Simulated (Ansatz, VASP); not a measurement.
# Two plane-wave programs on BN

INCAR

```
PREC     = Accurate       # precision mode
ENCUT    = 600            # plane-wave cutoff, eV
EDIFF    = 1E-6           # SCF threshold, eV
ISMEAR   = 0              # smearing method
SIGMA    = 0.05           # smearing width, eV
LREAL    = False          # projectors in reciprocal space
LASPH    = True           # aspherical terms in the spheres
NELM     = 120            # most SCF steps
ALGO     = Normal         # electronic algorithm
ISIF     = 2              # what is computed and relaxed
LWAVE    = False          # write WAVECAR
LCHARG   = False          # write CHGCAR
GGA      = CA             # functional
NBANDS   = 11             # bands
GGA_COMPAT= False
```

KPOINTS

```
regular mesh
0
Gamma
  12 12 12
```

POSCAR

```
BN
1.0
    0.0000000000      3.4953158300      2.1660912400
    1.2516321000      0.0000000000      2.1660912400
    1.2516321000      3.4953158300      0.0000000000
B N
1 1
Direct
   -0.0461174570     -0.0461174570      1.0461174570
    0.6666513400      0.6666513400      0.3333486600
```

Input for Ansatz:

```yaml
crystal:
  lattice:
    - [0.0, 3.49531583, 2.16609124]
    - [1.2516321, 0.0, 2.16609124]
    - [1.2516321, 3.49531583, 0.0]
  atoms:
    - { symbol: B, position: [-0.046117457, -0.046117457, 1.046117457] }
    - { symbol: "N", position: [0.66665134, 0.66665134, 0.33334866] }
basis:
  ecutwfc: 420
kpoints:
  mp_grid: { grid: [12, 12, 12] }
hamiltonian:
  xc: lda
scf:
  occupations: { method: gaussian, width: 0.05 }
output:
  forces: true
  stress: true
  eigenvalues: true
```

Change from the starting cell: all B atoms moved -0.200 Å, as atom 1 along Cartesian [0 0 1].

Alike in both runs: task single point; functional LDA; k mesh 12 × 12 × 12; occupations gaussian, width 0.05 eV; no spin polarisation.

```csv
,VASP,Ansatz
version,VASP 6.6.1,Ansatz 0.2.0
potentials or method,"VASP PAW LDA potentials, release 64 (B, N), cutoff 600 eV","scalar-relativistic, plane waves, PAW"
valence electrons in the cell,8,8
```

|  | VASP | Ansatz | Ansatz less VASP |
| --- | --- | --- | --- |
| gap on the k mesh at the Fermi level (eV) | 1.92 | 1.94 | +0.018 |
| least direct gap on the mesh (eV) | 3.62 | 3.64 | +0.016 |
| pressure (GPa) | 14.1 | 14.1 | -0.03 |
| traceless stress, the component that is largest in VASP (GPa) | 41.11 | 41.16 | +0.056 |
| rms of the force components (eV/Å) | 6.632 | 6.661 | +0.0293 |

LDA's correlation is that of Perdew and Zunger in VASP and of Perdew and Wang (1992) in Ansatz. Atom by atom the forces differ by 0.029 eV/Å (rms over components).
